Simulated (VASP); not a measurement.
# Si7Ge (Cmm2) in VASP: single point with PBEsol

Aim: the single point of Si7Ge with PBEsol.

Everything below comes from runs of VASP 6.6.1. Logs are shortened: lines on timing, memory, paths and dates and some standing lists are left out, and cuts for length are marked.

### Step 1. The cell of the first run

Symmetry: Cmm2, No. 35, orthorhombic system. Conventional cell: a = 7.720 Å, b = 7.720 Å, c = 5.459 Å, α = 90.00°, β = 90.00°, γ = 90.00°. Within 3.1 Å of Si (site symmetry m) lie 1 Ge at 2.35 Å and 3 Si at 2.36 Å. Within 3.1 Å of Si (site symmetry 2) lie 4 Si at 2.36 Å. Within 3.1 Å of Si (site symmetry mm2) lie 4 Si at 2.36 Å. Within 3.1 Å of Si (site symmetry m) lie 3 Si at 2.36 Å and 1 Ge at 2.43 Å. Within 3.1 Å of Ge (site symmetry mm2) lie 4 Si at 2.35 to 2.43 Å.

### Step 2. Single point, PBEsol (atom 8 (Ge) moved +0.075 Å along Cartesian [0 0 1])

Input file INCAR:

```
SYSTEM = Si7Ge
PREC = Accurate
ENCUT = 520
EDIFF = 1E-6
ISMEAR = 0
SIGMA = 0.03
LREAL = .False.
LASPH = .True.
NELM = 100
ALGO = Normal
ISIF = 2
LWAVE = .False.
LCHARG = .False.
GGA = PS
NBANDS = 31
```

Input file KPOINTS:

```
Automatic mesh
0
Gamma
  6 6 6
  0 0 0
```

Input file POSCAR:

```
Si7Ge
1.0
    5.4591768144      0.0000000000      0.0000000000
    0.0000000000      5.4591768144      0.0000000000
    0.0000000000      0.0000000000      5.4591768144
Si Ge
7 1
Direct
    0.2525976817      0.2525976817      0.2525976817
    0.0000000000      0.5000000000      0.5000000000
    0.5000000000      0.5000000000      0.0000000000
    0.5000000000      0.0000000000      0.5000000000
    0.7474023183      0.2525976817      0.7474023183
    0.7474023183      0.7474023183      0.2525976817
    0.2525976817      0.7474023183      0.7474023183
    0.0000000000      0.0000000000      0.0137383350
```

Potentials or basis: VASP PAW PBE potentials, release 64 (Si, Ge_d).

Run with:

```console
cat potpaw_PBE.64/Si/POTCAR potpaw_PBE.64/Ge_d/POTCAR > POTCAR
mpirun -np 1 vasp_std > vasp.out
```

OUTCAR:

```text
SYSTEM = Si7Ge
   PREC = Accurate
   ENCUT = 520
   EDIFF = 1E-6
   ISMEAR = 0
   LREAL = .False.
   LASPH = .True.
   NELM = 100
   ISIF = 2
   GGA = PS

 ion  position               nearest neighbor table
   1  0.253  0.253  0.253-   8 2.35   3 2.36   4 2.36   2 2.36
   2  0.000  0.500  0.500-   1 2.36   5 2.36   6 2.36   7 2.36
   3  0.500  0.500  0.000-   1 2.36   5 2.36   6 2.36   7 2.36
   4  0.500  0.000  0.500-   1 2.36   5 2.36   6 2.36   7 2.36
   5  0.747  0.253  0.747-   2 2.36   3 2.36   4 2.36   8 2.43
   6  0.747  0.747  0.253-   8 2.35   3 2.36   4 2.36   2 2.36
   7  0.253  0.747  0.747-   2 2.36   3 2.36   4 2.36   8 2.43
   8  0.000  0.000  0.014-   1 2.35   6 2.35   5 2.43   7 2.43

  LATTYP: Found a simple cubic cell.
 ALAT       =     5.4591768144

  Lattice vectors:

 A1 = (   5.4591768144,   0.0000000000,   0.0000000000)
 A2 = (   0.0000000000,   5.4591768144,   0.0000000000)
 A3 = (   0.0000000000,   0.0000000000,   5.4591768144)

Analysis of symmetry for initial positions (statically):
=====================================================================
 Subroutine PRICEL returns:
 Original cell was already a primitive cell.

 Routine SETGRP: Setting up the symmetry group for a
 simple cubic supercell.

 Subroutine GETGRP returns: Found  4 space group operations
 (whereof  4 operations were pure point group operations)
 out of a pool of 48 trial point group operations.

The static configuration has the point symmetry C_2v.

Analysis of symmetry for dynamics (positions and initial velocities):
=====================================================================
 Subroutine PRICEL returns:
 Original cell was already a primitive cell.

 Routine SETGRP: Setting up the symmetry group for a
 simple cubic supercell.

 Subroutine GETGRP returns: Found  4 space group operations
 (whereof  4 operations were pure point group operations)
 out of a pool of 48 trial point group operations.

The dynamic configuration has the point symmetry C_2v.

 Subroutine INISYM returns: Found  4 space group operations
 (whereof  4 operations are pure point group operations),
 and found     1 'primitive' translations

----------------------------------------------------------------------------------------

                                     Primitive cell

  volume of cell :     162.6977

  direct lattice vectors                    reciprocal lattice vectors
     5.459176814  0.000000000  0.000000000     0.183177800  0.000000000  0.000000000
[... 107 lines left out ...]
   TEBEG  =    0.0;   TEEND  =   0.0 temperature during run
   PSTRESS=    0.0 pullay stress
   NELECT =      42.0000    total number of electrons
   NUPDOWN=      -1.0000    fix difference up-down
   EMIN   =  10.00;   EMAX   =-10.00  energy-range for DOS
   EFERMI =   0.00;   METHOD = LEGACY
   ISMEAR =     0;   SIGMA  =   0.03  broadening in eV -4-tet -1-fermi 0-gaus
   EFERMI_NEDOS =   21; number of points for ismear=-14 and -15
   IALGO  =     38    algorithm
   IMIX   =      4    mixing-type and parameters
     AMIX     =   0.40;   BMIX     =  1.00
     AMIX_MAG =   1.60;   BMIX_MAG =  1.00
  volume/ion in A,a.u.               =      20.34       137.24
  Fermi-wavevector in a.u.,A,eV,Ry     =   1.042391  1.969834 14.783813  1.086580
  Thomas-Fermi vector in A             =   2.177054
   LORBIT       =      0    0 simple, 1 ext, 2 COOP (PROOUT), +10 PAW based schemes
   GGA     = PS    functional components
   LHFCALC =     F    Hartree Fock is set to
   AEXX    =    0.0000 exact exchange contribution
   IVDW    =     0    specifies the selected vdW correction
   LEPSILON=     F    determine dielectric tensor
   LRPA    =     F    only Hartree local field effects (RPA)
 non-spin polarized calculation
 Gauss-broadening in eV      SIGMA  =   0.03
  energy-cutoff  :      520.00
  volume of cell :      162.70
 maximum number of plane-waves:      4416
 NGX is ok and might be reduce to    42
   NGX = 21   NGY = 21   NGZ = 21

 number of electron      42.0000018 magnetization

 Free energy of the ion-electron system (eV)
  ---------------------------------------------------
  ext. energy  EPLUGINS =         0.00000000
  ---------------------------------------------------
  free energy    TOTEN  =       -45.09297007 eV

  energy without entropy =      -45.09297007  energy(sigma->0) =      -45.09297007

 E-fermi :   5.8298     XC(G=0):  -9.6385

 val. band max:        5.7311882099   @ k =   0.0000   0.0000   0.0000
 cond. band min:       5.9284985777   @ k =   0.0000   0.0000   0.0000
 fundamental gap:      0.1973103677
 Fermi energy:         5.8298330530

 k-point     1 :       0.0000    0.0000    0.0000
  band No.  band energies     occupation
      1     -18.4633      2.00000
      2     -18.4614      2.00000
      3     -18.4584      2.00000
      4     -18.4347      2.00000
      5     -18.4344      2.00000
      6      -6.4514      2.00000
[... 805 lines left out ...]
     30      10.5142      0.00000
     31      10.7562      0.00000

 [... further k-points ...]

------------------------ aborting loop because EDIFF is reached ----------------------------------------

  FORCE on cell =-STRESS in cart. coord.  units (eV):
  Direction    XX          YY          ZZ          XY          YZ          ZX
  --------------------------------------------------------------------------------------
  -------------------------------------------------------------------------------------
  Total        0.1433068      0.1433068      0.0393481      0.7467169      0.0000000      0.0000000
  in kB        1.4112235      1.4112235      0.3874834      7.3533472      0.0000000      0.0000000
  external PRESSURE =       1.0699768 kB  Pullay stress =       0.0000000 kB

 VOLUME and BASIS-vectors are now :
 -----------------------------------------------------------------------------
  energy-cutoff  :      520.00
  volume of cell :      162.70
      direct lattice vectors                 reciprocal lattice vectors
     5.459176814  0.000000000  0.000000000     0.183177800  0.000000000  0.000000000
     0.000000000  5.459176814  0.000000000     0.000000000  0.183177800  0.000000000
     0.000000000  0.000000000  5.459176814     0.000000000  0.000000000  0.183177800

 POSITION                                       TOTAL-FORCE (eV/Angst)
 -----------------------------------------------------------------------------------
      1.37898      1.37898      1.37898         0.189345      0.189345      0.234573
      0.00000      2.72959      2.72959         0.000000      0.000000      0.063531
      2.72959      2.72959      0.00000         0.000000      0.000000     -0.119367
      2.72959      0.00000      2.72959         0.000000      0.000000      0.063531
      4.08020      1.37898      4.08020         0.168693     -0.168693      0.230138
      4.08020      4.08020      1.37898        -0.189345     -0.189345      0.234573
      1.37898      4.08020      4.08020        -0.168693      0.168693      0.230138
      0.00000      0.00000      0.07500         0.000000      0.000000     -0.937116
 -----------------------------------------------------------------------------------
    total drift:                               -0.000000     -0.000000     -0.001163

  FREE ENERGIE OF THE ION-ELECTRON SYSTEM (eV)
  ---------------------------------------------------
  free  energy   TOTEN  =       -45.0929700740 eV

  energy  without entropy=      -45.0929700709  energy(sigma->0) =      -45.09297007
```

stdout:

```text
POSCAR found type information on POSCAR SiGe
 POSCAR found :  2 types and       8 ions
 scaLAPACK will be used
 -----------------------------------------------------------------------------
|                                                                             |
|                                                                             |
|     You enforced a specific xc type in the INCAR file but a different       |
|     I HOPE YOU KNOW WHAT YOU ARE DOING!                                     |
|                                                                             |
 -----------------------------------------------------------------------------

 LDA part: xc-table for (Slater+PW92), standard interpolation
 POSCAR, INCAR and KPOINTS ok, starting setup
 FFT: planning ... GRIDC
 FFT: planning ... GRID_SOFT
 FFT: planning ... GRID
 WAVECAR not read
 entering main loop
```

Wall time 84 s (1 thread of Intel Xeon 6975P-C (Granite Rapids), shared host); peak memory 0.38 GiB.

Results:

```
Free energy            : -45.0930 eV
Pressure               : 0.1 GPa
Largest force          : 0.937 eV/Å
Band gap on the k mesh : 0.20 eV
```

Forces on the atoms (eV/Å):
```
Si   0.189  0.189  0.235
Si   0.000  0.000  0.064
Si   0.000  0.000 -0.119
Si   0.000  0.000  0.064
Si   0.169 -0.169  0.230
Si  -0.189 -0.189  0.235
Si  -0.169  0.169  0.230
Ge   0.000  0.000 -0.937
```

Caveat: the cell differs from its parent crystal (atom 8 (Ge) moved +0.075 Å along Cartesian [0 0 1]); the PAW data sets were made with another functional, which shifts forces and pressure a little.
